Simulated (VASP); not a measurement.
# Sn (I4_1/amd) in VASP: a series of runs

Runs on Sn. Level: PBE. Tasks: single point.

Program: VASP 6.6.1. These are calculated values, not measurements. Logs are shortened: lines on timing, memory, paths and dates and some standing lists are left out, and cuts for length are marked.

### Step 1. The cell of the first run

Symmetry: I4_1/amd, No. 141, tetragonal system. Conventional cell: a = 5.913 Å, b = 5.913 Å, c = 3.249 Å, α = 90.00°, β = 90.00°, γ = 90.00°. Sn (site symmetry -4m2) has 10 Sn at 3.07 to 3.83 Å within 4.0 Å.

### Step 2. Single point, PBE

INCAR

```
SYSTEM = Sn
PREC = Accurate
ENCUT = 500
EDIFF = 1E-6
ISMEAR = 1
SIGMA = 0.1
LREAL = .FALSE.
LASPH = .TRUE.
NELM = 120
ALGO = Normal
ISIF = 2
LWAVE = .FALSE.
LCHARG = .TRUE.
GGA = PE
LELF = .TRUE.
LVHAR = .TRUE.
NBANDS = 21
GGA_COMPAT = .FALSE.
```

KPOINTS

```
regular mesh
0
G
  14 14 14
  0 0 0
```

POSCAR

```
Sn
1.0
   -2.9562714150      2.9562714150      1.6247036705
    2.9562714150     -2.9562714150      1.6247036705
    2.9562714150      2.9562714150     -1.6247036705
Sn
2
Direct
    0.7500000000      0.2500000000      0.5000000000
    0.0000000000      0.0000000000      0.0000000000
```

Potentials or basis: VASP PAW PBE potentials, release 64 (Sn_d).

The run is started by

```bash
> cat potpaw_PBE.64/Sn_d/POTCAR > POTCAR
> mpirun -np 1 vasp_std > vasp.out
```

OUTCAR:

```text
SYSTEM = Sn
   PREC = Accurate
   ENCUT = 500
   EDIFF = 1E-6
   ISMEAR = 1
   LREAL = .FALSE.
   LASPH = .TRUE.
   NELM = 120
   ISIF = 2
   GGA = PE

 ion  position               nearest neighbor table
   1  0.750  0.250  0.500-   2 3.07   2 3.07   2 3.07   2 3.07
   2  0.000  0.000  0.000-   1 3.07   1 3.07   1 3.07   1 3.07

  LATTYP: Found a body centered tetragonal cell.
 ALAT       =     5.9125428300
 C/A-ratio  =     0.5495786558

  Lattice vectors:

 A1 = (  -2.9562714150,   2.9562714150,   1.6247036705)
 A2 = (   2.9562714150,  -2.9562714150,   1.6247036705)
 A3 = (   2.9562714150,   2.9562714150,  -1.6247036705)

Analysis of symmetry for initial positions (statically):
=====================================================================
 Subroutine PRICEL returns:
 Original cell was already a primitive cell.

 Routine SETGRP: Setting up the symmetry group for a
 body centered tetragonal supercell.

 Subroutine GETGRP returns: Found 16 space group operations
 (whereof  8 operations were pure point group operations)
 out of a pool of 16 trial point group operations.

The static configuration has the point symmetry D_2d.
 The point group associated with its full space group is D_4h.

Analysis of symmetry for dynamics (positions and initial velocities):
=====================================================================
 Subroutine PRICEL returns:
 Original cell was already a primitive cell.

 Routine SETGRP: Setting up the symmetry group for a
 body centered tetragonal supercell.

 Subroutine GETGRP returns: Found 16 space group operations
 (whereof  8 operations were pure point group operations)
 out of a pool of 16 trial point group operations.

The dynamic configuration has the point symmetry D_2d.
 The point group associated with its full space group is D_4h.

 Subroutine INISYM returns: Found 16 space group operations
 (whereof  8 operations are pure point group operations),
 and found     1 'primitive' translations

----------------------------------------------------------------------------------------

                                     Primitive cell

  volume of cell :      56.7967

  direct lattice vectors                    reciprocal lattice vectors
    -2.956271415  2.956271415  1.624703670     0.000000000  0.169131967  0.307748428
     2.956271415 -2.956271415  1.624703670     0.169131967  0.000000000  0.307748428
     2.956271415  2.956271415 -1.624703670     0.169131967  0.169131967  0.000000000

  length of vectors
     4.485392221  4.485392221  4.485392221     0.351161953  0.351161953  0.239188722

  position of ions in fractional coordinates (direct lattice)
     0.750000000  0.250000000  0.500000000
     0.000000000  0.000000000  0.000000000

  ion indices of the primitive-cell ions
   primitive index   ion index
                 1           1
                 2           2

----------------------------------------------------------------------------------------

 KPOINTS: regular mesh

Automatic generation of k-mesh.
 Grid dimensions read from file:
 generate k-points for:   14   14   14

 Generating k-lattice:

  Cartesian coordinates                     Fractional coordinates (reciprocal lattice)
     0.000000000  0.012080855  0.021982031     0.071428571  0.000000000  0.000000000
     0.012080855  0.000000000  0.021982031     0.000000000  0.071428571  0.000000000
     0.012080855  0.012080855  0.000000000     0.000000000  0.000000000  0.071428571

  Length of vectors
     0.025082997  0.025082997  0.017084909

  Shift w.r.t. Gamma in fractional coordinates (k-lattice)
     0.000000000  0.000000000  0.000000000

 Subroutine IBZKPT returns following result:
 ===========================================

 Found    244 irreducible k-points:

 Following reciprocal coordinates:
            Coordinates               Weight
  0.000000  0.000000  0.000000      1.000000
  0.071429  0.000000  0.000000      8.000000
  0.142857 -0.000000  0.000000      8.000000
  0.214286 -0.000000  0.000000      8.000000
  0.285714  0.000000 -0.000000      8.000000
  0.357143  0.000000 -0.000000      8.000000
[... 16 lines left out ...]
  0.214286  0.142857  0.000000     16.000000
  0.285714  0.142857  0.000000     16.000000
 [... further k-points ...]
   k-points           NKPTS =    244   k-points in BZ     NKDIM =    244   number of bands    NBANDS=     21
   number of dos      NEDOS =    301   number of ions     NIONS =      2
   total plane-waves  NPLWV =  46656
   dimension x,y,z NGX =    36 NGY =   36 NGZ =   36
   dimension x,y,z NGXF=    72 NGYF=   72 NGZF=   72
   ions per type =               2
   NGX,Y,Z   is equivalent  to a cutoff of  13.34, 13.34, 13.34 a.u.
   NGXF,Y,Z  is equivalent  to a cutoff of  26.69, 26.69, 26.69 a.u.
 SYSTEM =  Sn
   PREC   = accura    normal or accurate (medium, high low for compatibility)
   ISTART =      0    job   : 0-new  1-cont  2-samecut
   ICHARG =      2    charge: 1-file 2-atom 10-const
   ISPIN  =      1    spin polarized calculation?
   LNONCOLLINEAR =      F non collinear calculations
   LSORBIT =      F    spin-orbit coupling
   LASPH  =      T    aspherical Exc in radial PAW
   ENCUT  =  500.0 eV  36.75 Ry    6.06 a.u.   8.18  8.18  8.18*2*pi/ulx,y,z
   NELM   =    120;   NELMIN=  2; NELMDL= -5     # of ELM steps
   EDIFF  = 0.1E-05   stopping-criterion for ELM
   LREAL  =      F    real-space projection
   EDIFFG = 0.1E-04   stopping-criterion for IOM
   NSW    =      0    number of steps for IOM
   IBRION =     -1    ionic relax: 0-MD 1-quasi-New 2-CG
   NFREE  =      0    steps in history (QN), initial steepest desc. (CG)
   ISIF   =      2    stress and relaxation
   ISYM   =      2    0-nonsym 1-usesym 2-fastsym
   POTIM  = 0.5000    time-step for ionic-motion
   TEBEG  =    0.0;   TEEND  =   0.0 temperature during run
   PSTRESS=    0.0 pullay stress
   NELECT =      28.0000    total number of electrons
   NUPDOWN=      -1.0000    fix difference up-down
   EMIN   =  10.00;   EMAX   =-10.00  energy-range for DOS
   EFERMI =   0.00;   METHOD = LEGACY
   ISMEAR =     1;   SIGMA  =   0.10  broadening in eV -4-tet -1-fermi 0-gaus
   EFERMI_NEDOS =   21; number of points for ismear=-14 and -15
   IALGO  =     38    algorithm
   IMIX   =      4    mixing-type and parameters
     AMIX     =   0.40;   BMIX     =  1.00
     AMIX_MAG =   1.60;   BMIX_MAG =  1.00
  volume/ion in A,a.u.               =      28.40       191.64
  Fermi-wavevector in a.u.,A,eV,Ry     =   1.293262  2.443911 22.756113  1.672527
  Thomas-Fermi vector in A             =   2.424919
   LORBIT       =      0    0 simple, 1 ext, 2 COOP (PROOUT), +10 PAW based schemes
   GGA     = PE    functional components
   LHFCALC =     F    Hartree Fock is set to
   AEXX    =    0.0000 exact exchange contribution
   IVDW    =     0    specifies the selected vdW correction
   LEPSILON=     F    determine dielectric tensor
   LRPA    =     F    only Hartree local field effects (RPA)
 non-spin polarized calculation
 Methfessel and Paxton  Order N= 1 SIGMA  =   0.10
  energy-cutoff  :      500.00
  volume of cell :       56.80
 maximum number of plane-waves:      1464
 NGX is ok and might be reduce to    36

 number of electron      27.9999990 magnetization

 Free energy of the ion-electron system (eV)
  ---------------------------------------------------
  ext. energy  EPLUGINS =         0.00000000
  ---------------------------------------------------
  free energy    TOTEN  =        -7.60605024 eV

  energy without entropy =       -7.60536260  energy(sigma->0) =       -7.60582103

 E-fermi :   7.4186     XC(G=0): -10.0932

 val. band max:        7.4164560772   @ k =  -0.4286   0.0714  -0.0000
 cond. band min:       7.4222614617   @ k =   0.3571   0.2143  -0.0000
 fundamental gap:      0.0058053845
 Fermi energy:         7.4185851184

 k-point     1 :       0.0000    0.0000    0.0000
  band No.  band energies     occupation
      1     -14.1760      2.00000
      2     -14.0933      2.00000
      3     -14.0618      2.00000
      4     -14.0431      2.00000
      5     -13.9244      2.00000
      6     -13.9244      2.00000
[... 13 lines left out ...]
     20      17.1499      0.00000
     21      17.7623      0.00000

 k-point     2 :       0.0714    0.0000    0.0000
  band No.  band energies     occupation
      1     -14.1732      2.00000
      2     -14.0849      2.00000
      3     -14.0587      2.00000
      4     -14.0334      2.00000
      5     -13.9304      2.00000
      6     -13.9294      2.00000
[... 13 lines left out ...]
     20      16.8057      0.00000
     21      16.9543      0.00000

 k-point     3 :       0.1429   -0.0000    0.0000
  band No.  band energies     occupation
      1     -14.1648      2.00000
      2     -14.0624      2.00000
      3     -14.0497      2.00000
      4     -14.0097      2.00000
      5     -13.9441      2.00000
      6     -13.9354      2.00000
[... 13 lines left out ...]
     20      15.6943      0.00000
     21      15.9447      0.00000

 k-point     4 :       0.2143   -0.0000    0.0000
  band No.  band energies     occupation
      1     -14.1519      2.00000
      2     -14.0369      2.00000
      3     -14.0349      2.00000
      4     -13.9906      2.00000
      5     -13.9609      2.00000
      6     -13.9298      2.00000
[... 13 lines left out ...]
     20      14.8327      0.00000
     21      15.7836      0.00000

 k-point     5 :       0.2857    0.0000   -0.0000
  band No.  band energies     occupation
      1     -14.1374      2.00000
      2     -14.0244      2.00000
      3     -14.0164      2.00000
      4     -13.9942      2.00000
      5     -13.9753      2.00000
      6     -13.9412      2.00000
[... 13 lines left out ...]
     20      14.2329      0.00000
     21      16.2368      0.00000
[... 382 lines left out ...]
     20      17.4048      0.00000
     21      17.6253      0.00000

 k-point    22 :       0.1429    0.1429    0.0000
  band No.  band energies     occupation
      1     -14.1468      2.00000
      2     -14.0300      2.00000
      3     -14.0153      2.00000
      4     -13.9757      2.00000
      5     -13.9625      2.00000
      6     -13.9524      2.00000
[... 13 lines left out ...]
     20      14.7118      0.00000
     21      15.0010      0.00000

 k-point    23 :       0.2143    0.1429    0.0000
  band No.  band energies     occupation
      1     -14.1358      2.00000
      2     -14.0219      2.00000
      3     -14.0160      2.00000
      4     -13.9809      2.00000
      5     -13.9733      2.00000
      6     -13.9614      2.00000
[... 13 lines left out ...]
     20      14.4798      0.00000
     21      15.4273      0.00000

 k-point    24 :       0.2857    0.1429    0.0000
  band No.  band energies     occupation
      1     -14.1261      2.00000
      2     -14.0309      2.00000
      3     -14.0062      2.00000
      4     -13.9997      2.00000
      5     -13.9709      2.00000
      6     -13.9646      2.00000
[... 13 lines left out ...]
     20      14.9446      0.00000
     21      16.2199      0.00000

 [... further k-points ...]

------------------------ aborting loop because EDIFF is reached ----------------------------------------

  FORCE on cell =-STRESS in cart. coord.  units (eV):
  Direction    XX          YY          ZZ          XY          YZ          ZX
  --------------------------------------------------------------------------------------
  -------------------------------------------------------------------------------------
  Total       -0.0141866     -0.0141866     -0.0161858      0.0000000      0.0000000      0.0000000
  in kB       -0.4001896     -0.4001896     -0.4565846      0.0000000      0.0000000      0.0000000
  external PRESSURE =      -0.4189879 kB  Pullay stress =       0.0000000 kB

 VOLUME and BASIS-vectors are now :
 -----------------------------------------------------------------------------
  energy-cutoff  :      500.00
  volume of cell :       56.80
      direct lattice vectors                 reciprocal lattice vectors
    -2.956271415  2.956271415  1.624703670     0.000000000  0.169131967  0.307748428
     2.956271415 -2.956271415  1.624703670     0.169131967  0.000000000  0.307748428
     2.956271415  2.956271415 -1.624703670     0.169131967  0.169131967  0.000000000

 POSITION                                       TOTAL-FORCE (eV/Angst)
 -----------------------------------------------------------------------------------
      0.00000      2.95627      0.81235        -0.000000      0.000000     -0.000000
      0.00000      0.00000      0.00000         0.000000     -0.000000      0.000000
 -----------------------------------------------------------------------------------
    total drift:                               -0.000000      0.000000     -0.000000

  FREE ENERGIE OF THE ION-ELECTRON SYSTEM (eV)
  ---------------------------------------------------
  free  energy   TOTEN  =        -7.6060502371 eV

  energy  without entropy=       -7.6053626024  energy(sigma->0) =       -7.60582103
```

It took 3 min on 1 thread of Oxide Virtual Turin-like, shared host; peak memory 0.32 GiB.

What came out:

```
Free energy            : -7.6061 eV
Pressure               : 0.0 GPa
Band gap on the k mesh : zero (bands 14 and 15 overlap by 3.82 eV)
```

Caveat: spin-orbit coupling is left out, which moves the levels of the heavy elements.

### Step 3. Single point, PBE

This run uses another cell than the first one: it holds 16 atoms, not 2.

INCAR

```
SYSTEM = Sn
ALGO     = Normal         ! electronic algorithm
EDIFF    = 1E-6           ! SCF threshold, eV
ENCUT    = 500            ! plane-wave cutoff, eV
GGA      = PE             ! functional
GGA_COMPAT= .False.      
ISIF     = 2              ! what is computed and relaxed
ISMEAR   = 1              ! smearing method
LASPH    = .True.         ! aspherical terms in the spheres
LCHARG   = .False.        ! write CHGCAR
LREAL    = .False.        ! projectors in reciprocal space
LWAVE    = .False.        ! write WAVECAR
NBANDS   = 126            ! bands
NELM     = 120            ! most SCF steps
PREC     = Accurate       ! precision mode
SIGMA    = 0.1            ! smearing width, eV
```

KPOINTS

```
k-points
0
Gamma
  2 2 3
  0 0 0
```

POSCAR

```
Sn
1.0
    5.9125428300      5.9125428300      0.0000000000
   -5.9125428300      5.9125428300      0.0000000000
    0.0000000000      0.0000000000      6.4988146819
Sn
16
Direct
    0.2500000000      0.2500000000      0.1250000000
    0.2500000000      0.7500000000      0.3750000000
    0.7500000000      0.2500000000      0.3750000000
    0.7500000000      0.7500000000      0.1250000000
    0.0000000000      0.0000000000      0.0000000000
    0.0000000000      0.5000000000      0.2500000000
    0.5000000000      0.0000000000      0.2500000000
    0.5000000000      0.5000000000      0.0000000000
    0.2500000000      0.2500000000      0.6250000000
    0.2500000000      0.7500000000      0.8750000000
    0.7500000000      0.2500000000      0.8750000000
    0.7500000000      0.7500000000      0.6250000000
    0.0000000000      0.0000000000      0.5000000000
    0.0000000000      0.5000000000      0.7500000000
    0.5000000000      0.0000000000      0.7500000000
    0.5000000000      0.5000000000      0.5000000000
```

Potentials or basis: VASP PAW PBE potentials, release 64 (Sn_d).

The run is started by

```bash
> cat potpaw_PBE.64/Sn_d/POTCAR > POTCAR
> mpirun -np 1 vasp_std > vasp.out
```

Run time: 4.3 min. Hardware: 1 thread of Oxide Virtual Turin-like, shared host; peak memory 0.5 GiB.

Results (log left out):

- Free energy: -60.7799 eV
- Pressure: 0.5 GPa
- Band gap on the k mesh: zero (bands 112 and 113 overlap by 0.54 eV)

Stress tensor (GPa, compression positive):
```
 2.24  0.00  0.00
 0.00  2.24  0.00
 0.00  0.00 -3.10
```

Levels at points of the mesh, in eV from the Fermi level:
| k point | band 107 | band 108 | band 109 | band 110 | band 111 | band 112 | band 113 | band 114 | band 115 | band 116 |
| --- | --- | --- | --- | --- | --- | --- | --- | --- | --- | --- |
| (0.00, 0.00, 0.00) | -1.43 | -1.43 | -1.43 | -1.43 | 0.28 | 0.28 | 0.50 | 0.50 | 0.50 | 0.50 |
| (0.50, 0.00, 0.00) | -1.73 | -1.73 | -1.33 | -1.33 | -0.41 | -0.41 | 0.47 | 0.47 | 0.47 | 0.47 |
| (0.50, 0.50, 0.00) | -1.71 | -1.71 | -1.24 | -1.24 | -1.24 | -1.24 | -0.12 | -0.12 | -0.12 | -0.12 |

Caveat: the k points lie up to 0.38 Å⁻¹ apart, too coarse for converged energies and pressures of a metal; spin-orbit coupling is left out, which moves the levels of the heavy elements.

The gap in the log of VASP goes by the Fermi energy; the results here count the filled bands.